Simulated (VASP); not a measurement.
# Bi (P6/mmm) in VASP: notebook

Runs on Bi. Level: PBE. Tasks: single point, relaxation of cell and atoms.

All numbers are computed with VASP 6.6.1; they aren't measurements. Logs are shortened: lines on timing, memory, paths and dates and some standing lists are left out, and cuts for length are marked.

### 1 The cell of the first run

It takes space group P6/mmm (No. 191, hexagonal). Conventional cell: a = 5.743 Å, b = 5.743 Å, c = 3.310 Å, α = 90.00°, β = 90.00°, γ = 120.00°. Within 4.4 Å of Bi (site symmetry 6/mmm) lie 14 Bi at 3.31 to 3.71 Å. Bi (site symmetry -6m2) has 11 Bi at 3.31 to 3.71 Å within 4.4 Å.

### 2 Single point, PBE

INCAR reads:

```
SYSTEM = Bi
  ALGO = Normal
  EDIFF = 1E-6
  ENCUT = 520
  GGA = PE
  ISIF = 2
  ISMEAR = 0
  LASPH = .True.
  LCHARG = .False.
  LREAL = .False.
  LWAVE = .False.
  NBANDS = 30
  NELM = 80
  PREC = Accurate
  SIGMA = 0.1
```

KPOINTS reads:

```
k-points
0
Gamma
  3 3 6
  0 0 0
```

POSCAR reads:

```
Bi
1.0
    5.7430722785      0.0000000000      0.0000000000
   -2.8715361392      4.9736464890      0.0000000000
    0.0000000000      0.0000000000      3.3103947378
Bi
3
Direct
    0.0000000000      0.0000000000      0.0000000000
    0.3333333333      0.6666666667      0.5000000000
    0.6666666667      0.3333333333      0.5000000000
```

Potentials or basis: VASP PAW PBE potentials, release 64 (Bi_d).

Run with:

```bash
$ cat potpaw_PBE.64/Bi_d/POTCAR > POTCAR
$ mpirun -np 1 vasp_std > vasp.out
```

OUTCAR:

```text
SYSTEM = Bi
   EDIFF = 1E-6
   ENCUT = 520
   GGA = PE
   ISIF = 2
   ISMEAR = 0
   LASPH = .True.
   LREAL = .False.
   NELM = 80
   PREC = Accurate

 ion  position               nearest neighbor table
   1  0.000  0.000  0.000-   2 3.71   3 3.71   2 3.71   3 3.71   3 3.71   3 3.71   2 3.71   2 3.71
                             3 3.71   3 3.71   2 3.71   2 3.71
   2  0.333  0.667  0.500-   3 3.32   3 3.32   3 3.32   1 3.71   1 3.71   1 3.71   1 3.71   1 3.71
                             1 3.71
   3  0.667  0.333  0.500-   2 3.32   2 3.32   2 3.32   1 3.71   1 3.71   1 3.71   1 3.71   1 3.71
                             1 3.71

  LATTYP: Found a hexagonal cell.
 ALAT       =     5.7430722785
 C/A-ratio  =     0.5764153013

  Lattice vectors:

 A1 = (   5.7430722785,   0.0000000000,   0.0000000000)
 A2 = (  -2.8715361392,   4.9736464890,   0.0000000000)
 A3 = (   0.0000000000,   0.0000000000,   3.3103947378)

Analysis of symmetry for initial positions (statically):
=====================================================================
 Subroutine PRICEL returns:
 Original cell was already a primitive cell.

 Routine SETGRP: Setting up the symmetry group for a
 hexagonal supercell.

 Subroutine GETGRP returns: Found 24 space group operations
 (whereof 24 operations were pure point group operations)
 out of a pool of 24 trial point group operations.

The static configuration has the point symmetry D_6h.

Analysis of symmetry for dynamics (positions and initial velocities):
=====================================================================
 Subroutine PRICEL returns:
 Original cell was already a primitive cell.

 Routine SETGRP: Setting up the symmetry group for a
 hexagonal supercell.

 Subroutine GETGRP returns: Found 24 space group operations
 (whereof 24 operations were pure point group operations)
 out of a pool of 24 trial point group operations.

The dynamic configuration has the point symmetry D_6h.

 Subroutine INISYM returns: Found 24 space group operations
 (whereof 24 operations are pure point group operations),
 and found     1 'primitive' translations

----------------------------------------------------------------------------------------

                                     Primitive cell

  volume of cell :      94.5582

  direct lattice vectors                    reciprocal lattice vectors
     5.743072278  0.000000000  0.000000000     0.174122830  0.100529863  0.000000000
    -2.871536139  4.973646489  0.000000000     0.000000000  0.201059726  0.000000000
     0.000000000  0.000000000  3.310394738     0.000000000  0.000000000  0.302078779

  length of vectors
     5.743072278  5.743072279  3.310394738     0.201059726  0.201059726  0.302078779

  position of ions in fractional coordinates (direct lattice)
     0.000000000  0.000000000  0.000000000
     0.333333333  0.666666667  0.500000000
     0.666666667  0.333333333  0.500000000

  ion indices of the primitive-cell ions
   primitive index   ion index
                 1           1
                 2           2
                 3           3

----------------------------------------------------------------------------------------

 KPOINTS: k-points

Automatic generation of k-mesh.
 Grid dimensions read from file:
 generate k-points for:    3    3    6

 Generating k-lattice:

  Cartesian coordinates                     Fractional coordinates (reciprocal lattice)
     0.058040943  0.033509954  0.000000000     0.333333333  0.000000000  0.000000000
     0.000000000  0.067019909  0.000000000     0.000000000  0.333333333  0.000000000
     0.000000000  0.000000000  0.050346463     0.000000000  0.000000000  0.166666667

  Length of vectors
     0.067019909  0.067019909  0.050346463

  Shift w.r.t. Gamma in fractional coordinates (k-lattice)
     0.000000000  0.000000000  0.000000000

 Subroutine IBZKPT returns following result:
 ===========================================

 Found     12 irreducible k-points:

 Following reciprocal coordinates:
            Coordinates               Weight
  0.000000  0.000000  0.000000      1.000000
  0.333333 -0.000000  0.000000      6.000000
  0.333333  0.333333  0.000000      2.000000
  0.000000  0.000000  0.166667      2.000000
  0.333333 -0.000000  0.166667     12.000000
  0.333333  0.333333  0.166667      4.000000
  0.000000  0.000000  0.333333      2.000000
  0.333333 -0.000000  0.333333     12.000000
  0.333333  0.333333  0.333333      4.000000
  0.000000  0.000000  0.500000      1.000000
  0.333333 -0.000000  0.500000      6.000000
  0.333333  0.333333  0.500000      2.000000
   k-points           NKPTS =     12   k-points in BZ     NKDIM =     12   number of bands    NBANDS=     30
   number of dos      NEDOS =    301   number of ions     NIONS =      3
   total plane-waves  NPLWV =  64512
   dimension x,y,z NGX =    48 NGY =   48 NGZ =   28
   dimension x,y,z NGXF=    96 NGYF=   96 NGZF=   56
   ions per type =               3
   NGX,Y,Z   is equivalent  to a cutoff of  13.89, 13.89, 14.06 a.u.
   NGXF,Y,Z  is equivalent  to a cutoff of  27.79, 27.79, 28.12 a.u.
 SYSTEM =  Bi
   PREC   = accura    normal or accurate (medium, high low for compatibility)
   ISTART =      0    job   : 0-new  1-cont  2-samecut
   ICHARG =      2    charge: 1-file 2-atom 10-const
   ISPIN  =      1    spin polarized calculation?
   LNONCOLLINEAR =      F non collinear calculations
   LSORBIT =      F    spin-orbit coupling
   LASPH  =      T    aspherical Exc in radial PAW
   ENCUT  =  520.0 eV  38.22 Ry    6.18 a.u.  10.68 10.68  6.16*2*pi/ulx,y,z
   NELM   =     80;   NELMIN=  2; NELMDL= -5     # of ELM steps
   EDIFF  = 0.1E-05   stopping-criterion for ELM
   LREAL  =      F    real-space projection
   EDIFFG = 0.1E-04   stopping-criterion for IOM
   NSW    =      0    number of steps for IOM
   IBRION =     -1    ionic relax: 0-MD 1-quasi-New 2-CG
   NFREE  =      0    steps in history (QN), initial steepest desc. (CG)
   ISIF   =      2    stress and relaxation
   ISYM   =      2    0-nonsym 1-usesym 2-fastsym
   POTIM  = 0.5000    time-step for ionic-motion
   TEBEG  =    0.0;   TEEND  =   0.0 temperature during run
   PSTRESS=    0.0 pullay stress
   NELECT =      45.0000    total number of electrons
   NUPDOWN=      -1.0000    fix difference up-down
   EMIN   =  10.00;   EMAX   =-10.00  energy-range for DOS
   EFERMI =   0.00;   METHOD = LEGACY
   ISMEAR =     0;   SIGMA  =   0.10  broadening in eV -4-tet -1-fermi 0-gaus
   EFERMI_NEDOS =   21; number of points for ismear=-14 and -15
   IALGO  =     38    algorithm
   IMIX   =      4    mixing-type and parameters
     AMIX     =   0.40;   BMIX     =  1.00
     AMIX_MAG =   1.60;   BMIX_MAG =  1.00
  volume/ion in A,a.u.               =      31.52       212.70
  Fermi-wavevector in a.u.,A,eV,Ry     =   1.278143  2.415339 22.227141  1.633649
  Thomas-Fermi vector in A             =   2.410702
   LORBIT       =      0    0 simple, 1 ext, 2 COOP (PROOUT), +10 PAW based schemes
   GGA     = PE    functional components
   LHFCALC =     F    Hartree Fock is set to
   AEXX    =    0.0000 exact exchange contribution
   IVDW    =     0    specifies the selected vdW correction
   LEPSILON=     F    determine dielectric tensor
   LRPA    =     F    only Hartree local field effects (RPA)
 non-spin polarized calculation
 Gauss-broadening in eV      SIGMA  =   0.10
  energy-cutoff  :      520.00
  volume of cell :       94.56
 maximum number of plane-waves:      2593
 NGX is ok and might be reduce to    48
   NGX = 21   NGY = 21   NGZ = 13

 number of electron      44.9999999 magnetization

 Free energy of the ion-electron system (eV)
  ---------------------------------------------------
  ext. energy  EPLUGINS =         0.00000000
  ---------------------------------------------------
  free energy    TOTEN  =       -11.08180256 eV

  energy without entropy =      -11.06718646  energy(sigma->0) =      -11.07449451

 E-fermi :   7.6175     XC(G=0): -10.2220

 val. band max:        7.5648347116   @ k =   0.3333  -0.0000   0.1667
 cond. band min:       7.8408567423   @ k =   0.3333  -0.0000   0.3333
 fundamental gap:      0.2760220307
 Fermi energy:         7.6175041279

 k-point     1 :       0.0000    0.0000    0.0000
  band No.  band energies     occupation
      1     -15.3797      2.00000
      2     -15.3222      2.00000
      3     -15.2980      2.00000
      4     -15.2980      2.00000
      5     -15.2362      2.00000
      6     -15.2259      2.00000
[... 22 lines left out ...]
     29      16.5183      0.00000
     30      17.7550      0.00000

 k-point     2 :       0.3333   -0.0000    0.0000
  band No.  band energies     occupation
      1     -15.3759      2.00000
      2     -15.3211      2.00000
      3     -15.3032      2.00000
      4     -15.3023      2.00000
      5     -15.2768      2.00000
      6     -15.2546      2.00000
[... 22 lines left out ...]
     29      15.2614      0.00000
     30      16.3210      0.00000

 k-point     3 :       0.3333    0.3333    0.0000
  band No.  band energies     occupation
      1     -15.3741      2.00000
      2     -15.3214      2.00000
      3     -15.3214      2.00000
      4     -15.2853      2.00000
      5     -15.2853      2.00000
      6     -15.2830      2.00000
[... 22 lines left out ...]
     29      14.1831      0.00000
     30      14.1831      0.00000

 k-point     4 :       0.0000    0.0000    0.1667
  band No.  band energies     occupation
      1     -15.3183      2.00000
      2     -15.3005      2.00000
      3     -15.3005      2.00000
      4     -15.2651      2.00000
      5     -15.2522      2.00000
      6     -15.2522      2.00000
[... 220 lines left out ...]
     29      11.4733      0.00000
     30      17.7029      0.00000

 k-point    11 :       0.3333   -0.0000    0.5000
  band No.  band energies     occupation
      1     -15.3229      2.00000
      2     -15.3149      2.00000
      3     -15.3047      2.00000
      4     -15.2937      2.00000
      5     -15.2252      2.00000
      6     -15.2249      2.00000
[... 22 lines left out ...]
     29      13.8224      0.00000
     30      14.3679      0.00000

 k-point    12 :       0.3333    0.3333    0.5000
  band No.  band energies     occupation
      1     -15.3056      2.00000
      2     -15.3056      2.00000
      3     -15.2916      2.00000
      4     -15.2916      2.00000
      5     -15.2717      2.00000
      6     -15.2404      2.00000
[... 22 lines left out ...]
     29      15.9413      0.00000
     30      15.9413      0.00000

------------------------ aborting loop because EDIFF is reached ----------------------------------------

  FORCE on cell =-STRESS in cart. coord.  units (eV):
  Direction    XX          YY          ZZ          XY          YZ          ZX
  --------------------------------------------------------------------------------------
  -------------------------------------------------------------------------------------
  Total        0.1667483      0.1667483      0.1750313      0.0000000     -0.0000000      0.0000000
  in kB        2.8253542      2.8253542      2.9657014      0.0000000     -0.0000000      0.0000000
  external PRESSURE =       2.8721366 kB  Pullay stress =       0.0000000 kB

 VOLUME and BASIS-vectors are now :
 -----------------------------------------------------------------------------
  energy-cutoff  :      520.00
  volume of cell :       94.56
      direct lattice vectors                 reciprocal lattice vectors
     5.743072278  0.000000000  0.000000000     0.174122830  0.100529863  0.000000000
    -2.871536139  4.973646489  0.000000000     0.000000000  0.201059726  0.000000000
     0.000000000  0.000000000  3.310394738     0.000000000  0.000000000  0.302078779

 POSITION                                       TOTAL-FORCE (eV/Angst)
 -----------------------------------------------------------------------------------
      0.00000      0.00000      0.00000         0.000000      0.000000      0.000000
     -0.00000      3.31576      1.65520         0.000000      0.000000      0.000000
      2.87154      1.65788      1.65520        -0.000000      0.000000      0.000000
 -----------------------------------------------------------------------------------
    total drift:                               -0.000000      0.000000     -0.000000

  FREE ENERGIE OF THE ION-ELECTRON SYSTEM (eV)
  ---------------------------------------------------
  free  energy   TOTEN  =       -11.0818025577 eV

  energy  without entropy=      -11.0671864649  energy(sigma->0) =      -11.07449451
```

Run time: 16 s. Hardware: 1 thread of Intel Xeon 6975P-C (Granite Rapids), shared host; peak memory 0.23 GiB.

What came out:

```
Free energy : -11.0818 eV
Pressure    : 0.3 GPa
```

Caveat: the k points lie up to 0.42 Å⁻¹ apart; spin-orbit coupling is left out, which moves the levels of the heavy elements.

### 3 Relaxation of cell and atoms, PBE

This run uses another cell than the first one, of 39.88 Å³/atom, 1.265 times its volume.

INCAR reads:

```
SYSTEM = Bi
PREC     = Accurate       ! precision mode
ENCUT    = 600            ! plane-wave cutoff, eV
EDIFF    = 1E-6           ! SCF threshold, eV
ISMEAR   = 0              ! smearing method
SIGMA    = 0.1            ! smearing width, eV
LREAL    = .False.        ! projectors in reciprocal space
LASPH    = .True.         ! aspherical terms in the spheres
NELM     = 60             ! most SCF steps
ALGO     = Fast           ! electronic algorithm
ISIF     = 3              ! what is computed and relaxed
LWAVE    = .False.        ! write WAVECAR
LCHARG   = .False.        ! write CHGCAR
GGA      = PE             ! functional
IBRION   = 2              ! ionic algorithm
NSW      = 90             ! ionic steps
EDIFFG   = -0.04          ! ionic threshold
```

KPOINTS reads:

```
regular mesh
0
Gamma
  3 3 6
  0 0 0
```

POSCAR reads:

```
Bi
1.0
    6.0855846111      0.0000000000      0.0000000000
   -3.0427923055      5.2702708701      0.0000000000
    0.0000000000      0.0000000000      3.7307279572
Bi
3
Direct
    0.0000000000      0.0000000000      0.0000000000
    0.3333333333      0.6666666667      0.5000000000
    0.6666666667      0.3333333333      0.5000000000
```

Potentials or basis: VASP PAW PBE potentials, release 64 (Bi_d).

Run with:

```bash
$ cat potpaw_PBE.64/Bi_d/POTCAR > POTCAR
$ mpirun -np 1 vasp_std > vasp.out
```

Wall time 2.2 min (1 thread of Intel Xeon 6975P-C (Granite Rapids), shared host); peak memory 0.29 GiB.

The run converged. Its results:

```
Free energy                            : -11.0836 eV
Relaxed volume                         : 31.83 Å³/atom
Relaxed cell                           : a = 5.762 Å, b = 5.762 Å, c = 3.320 Å, α = 90.00°, β = 90.00°, γ = 120.00°
Space group after relaxing (to 0.05 Å) : P6/mmm (No. 191)
Energy gained by relaxing              : 226.2 meV/atom
Ionic steps                            : 8
Pressure after relaxing                : -0.1 GPa
```

Stress tensor (GPa, compression positive):
```
-0.10  0.00  0.00
 0.00 -0.10  0.00
 0.00  0.00 -0.18
```

Step by step:
| step | energy change (eV) | largest force (eV/Å) | pressure (GPa) | volume (Å³) |
| --- | --- | --- | --- | --- |
| 1 | 0.0000 | 0.0000 | -6.52 | 119.65 |
| 2 | -0.6514 | 0.0000 | 0.82 | 93.67 |
| 3 | -0.6536 | 0.0000 | 0.33 | 94.75 |
| 4 | -0.6533 | 0.0000 | 0.02 | 95.22 |
| 5 | -0.6773 | 0.0000 | 0.18 | 94.78 |
| 6 | -0.6781 | 0.0000 | 0.28 | 94.70 |
| 7 | -0.6782 | 0.0000 | 0.29 | 94.68 |
| 8 | -0.6785 | 0.0000 | -0.12 | 95.48 |

Final structure:
```
Bi
1.0
     5.76236    0.00000    0.00000
    -2.88118    4.99035    0.00000
     0.00000    0.00000    3.32048
Bi
3
Cartesian
  5.7624 0.0000 0.0000
  0.0000 3.3269 1.6602
  2.8812 1.6635 1.6602
```

Levels at points of the mesh, in eV from the Fermi level:
| k point | band 18 | band 19 | band 20 | band 21 | band 22 | band 23 | band 24 | band 25 | band 26 | band 27 |
| --- | --- | --- | --- | --- | --- | --- | --- | --- | --- | --- |
| (0.00, 0.00, 0.00) | -9.96 | -3.29 | -3.29 | -3.14 | -3.14 | 2.24 | 4.76 | 4.76 | 5.77 | 5.83 |
| (0.00, 0.00, 0.50) | -8.27 | -3.71 | -2.87 | -1.87 | -1.51 | -1.51 | -0.21 | -0.21 | 1.08 | 1.08 |

Caveat: the k points lie up to 0.42 Å⁻¹ apart in the final cell; the volume moved by over 15 % at a fixed basis, so the end points are rough; spin-orbit coupling is left out, which moves the levels of the heavy elements.

[end of part 1 of 2]
